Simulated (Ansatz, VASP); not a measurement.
# Tl: VASP beside Ansatz

File INCAR:

```
SYSTEM = Tl
PREC = Accurate ; ENCUT = 520
EDIFF = 1E-7 ; ISMEAR = -1
SIGMA = 0.1 ; LREAL = .FALSE.
LASPH = .TRUE. ; NELM = 60
ALGO = Normal ; ISIF = 2
LWAVE = .FALSE. ; LCHARG = .FALSE.
GGA = RE ; NBANDS = 20
```

The input KPOINTS:

```
regular mesh
0
G
  12 12 12
  0 0 0
```

Contents of POSCAR:

```
Tl
1.0
    0.0000000000      3.7328157774      3.7328157774
    3.7328157774      0.0000000000      3.7328157774
    3.7328157774      3.7328157774      0.0000000000
Tl
2
Direct
    0.1250000000      0.1250000000      0.1250000000
    0.8750000000      0.8750000000      0.8750000000
```

Input for Ansatz:

```yaml
crystal:
  lattice:
    - [0.0, 3.7328157774, 3.7328157774]
    - [3.7328157774, 0.0, 3.7328157774]
    - [3.7328157774, 3.7328157774, 0.0]
  atoms:
    - { symbol: Tl, position: [0.125, 0.125, 0.125] }
    - { symbol: Tl, position: [0.875, 0.875, 0.875] }
hamiltonian:
  xc: revpbe
  pseudopotentials:
    kind: paw
    azcp:
      Tl: "pseudopotentials/Tl.paw.azcp"
basis:
  ecutwfc: 420
  fft_grid_basis: typed
kpoints:
  mp_grid: { grid: [12, 12, 12], shift: [0, 0, 0] }
magnetization:
  spin_polarized: false
scf:
  occupations: { method: fermi_dirac, width: 0.1 }
output:
  stress: true
```

Alike in both runs: task single point; functional revPBE; k mesh 12 × 12 × 12; occupations fermi-dirac, width 0.1 eV; no spin polarisation.

```csv
,VASP,Ansatz
version,VASP 6.6.1,Ansatz 0.2.0
potentials or method,"VASP PAW PBE potentials, release 64 (Tl_d), cutoff 520 eV","plane waves (420 eV) with PAW, scalar-relativistic"
valence electrons in the cell,26,26
```

|  | VASP | Ansatz | Ansatz less VASP |
| --- | --- | --- | --- |
| pressure (GPa) | -0.7 | -0.7 | +0.03 |

VASP's potentials were made for PBE, not for revPBE.

Neither program's run includes spin-orbit coupling.
